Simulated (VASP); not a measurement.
Input of a VASP 6.6.1 run:

The input INCAR:

```
SYSTEM = Ta3Si
PREC = Accurate ; ENCUT = 520
EDIFF = 1E-6 ; ISMEAR = 0
SIGMA = 0.1 ; LREAL = Auto
LASPH = .TRUE. ; NELM = 100
ALGO = Fast ; ISIF = 2
LWAVE = .FALSE. ; LCHARG = .TRUE.
GGA = PS ; LELF = .TRUE.
LVHAR = .TRUE. ; NBANDS = 170
LUSENCCL = .FALSE.
```

KPOINTS

```
regular mesh
0
G
  4 4 8
  0 0 0
```

The input POSCAR:

```
Ta3Si
1.0
   10.1247243230      0.0000000000      0.0000000000
    0.0000000000     10.1247243230      0.0000000000
    0.0000000000      0.0000000000      5.1598348213
Ta Si
24 8
Direct
    0.6463699907      0.5177955066      0.2747154018
    0.0856282235      0.4001620143      0.0305773128
    0.8122063991      0.7133618633      0.5133750273
    0.5856282235      0.9001620143      0.4694226872
    0.0177955066      0.8536300093      0.7747154018
    0.1463699907      0.0177955066      0.2252845982
    0.6877936009      0.7866381367      0.9866249727
    0.1877936009      0.2866381367      0.5133750273
    0.2133618633      0.6877936009      0.0133750273
    0.9001620143      0.4143717765      0.5305773128
    0.2866381367      0.8122063991      0.4866249727
    0.5177955066      0.3536300093      0.7252845982
    0.4822044934      0.6463699907      0.7252845982
    0.9822044934      0.1463699907      0.7747154018
    0.3122063991      0.2133618633      0.9866249727
    0.4001620143      0.9143717765      0.9694226872
    0.7866381367      0.3122063991      0.0133750273
    0.9143717765      0.5998379857      0.0305773128
    0.5998379857      0.0856282235      0.9694226872
    0.4143717765      0.0998379857      0.4694226872
    0.8536300093      0.9822044934      0.2252845982
    0.7133618633      0.1877936009      0.4866249727
    0.3536300093      0.4822044934      0.2747154018
    0.0998379857      0.5856282235      0.5305773128
    0.7949676618      0.9703915900      0.7194514946
    0.9703915900      0.2050323382      0.2805485054
    0.0296084100      0.7949676618      0.2805485054
    0.2949676618      0.4703915900      0.7805485054
    0.5296084100      0.2949676618      0.2194514946
    0.2050323382      0.0296084100      0.7194514946
    0.4703915900      0.7050323382      0.2194514946
    0.7050323382      0.5296084100      0.7805485054
```

Potentials or basis: VASP PAW PBE potentials, release 64 (Ta_pv, Si).

The run is started by

```sh
$ cat potpaw_PBE.64/Ta_pv/POTCAR potpaw_PBE.64/Si/POTCAR > POTCAR
$ mpirun -np 1 vasp_std > vasp.out
```

(1) Predict the largest force.

(2) What does it give for the band gap on the k mesh?

(3) Predict the pressure.

Answers

(1) 0.009 eV/Å.

(2) zero (bands 148 and 149 overlap by 0.23 eV).

(3) 0.2 GPa.

Caveat: the PAW data sets were made with another functional, which shifts forces and pressure a little; spin-orbit coupling is left out, which moves the levels of the heavy elements.
